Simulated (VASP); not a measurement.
Here is a VASP 6.6.1 calculation.

File INCAR:

```
SYSTEM = SiW3
  PREC = Accurate
  ENCUT = 520
  EDIFF = 1E-6
  ISMEAR = 0
  SIGMA = 0.15
  LREAL = .False.
  LASPH = .True.
  NELM = 60
  ALGO = Fast
  ISIF = 2
  LWAVE = .False.
  LCHARG = .False.
  GGA = PS
  NBANDS = 31
```

File KPOINTS:

```
regular mesh
0
Gamma
  14 14 14
  0 0 0
```

Contents of POSCAR:

```
SiW3
1.0
   -2.5771952861      2.5771952861      2.5771952861
    2.5771952861     -2.5771952861      2.5771952861
    2.5771952861      2.5771952861     -2.5771952861
Si W
1 3
Direct
    0.0000000000      0.0000000000      0.0000000000
    0.5194009357      0.5194009357      0.0000000000
    0.5000000000      0.0000000000      0.5000000000
    0.0000000000      0.5000000000      0.5000000000
```

Potentials or basis: VASP PAW PBE potentials, release 64 (Si, W_sv).

Launch:

```sh
$ cat potpaw_PBE.64/Si/POTCAR potpaw_PBE.64/W_sv/POTCAR > POTCAR
$ mpirun -np 1 vasp_std > vasp.out
```

**Question.** Predict the largest force.

**Answer.** 0.953 eV/Å.

**Question.** Predict the band gap on the k mesh.

**Answer.** Zero (bands 23 and 24 overlap by 1.61 eV).

**Question.** Estimate the pressure.

**Answer.** 0.8 GPa.

Stress tensor (GPa, compression positive):
```
0.23 0.00 0.00
0.00 0.23 0.00
0.00 0.00 2.05
```

Caveat: the cell differs from its parent crystal (atom 2 (W) moved -0.100 Å towards its neighbour atom 1 (Si) at 2.577 Å); the PAW data sets were made with another functional, which shifts forces and pressure a little; spin-orbit coupling is left out, which moves the levels of the heavy elements.
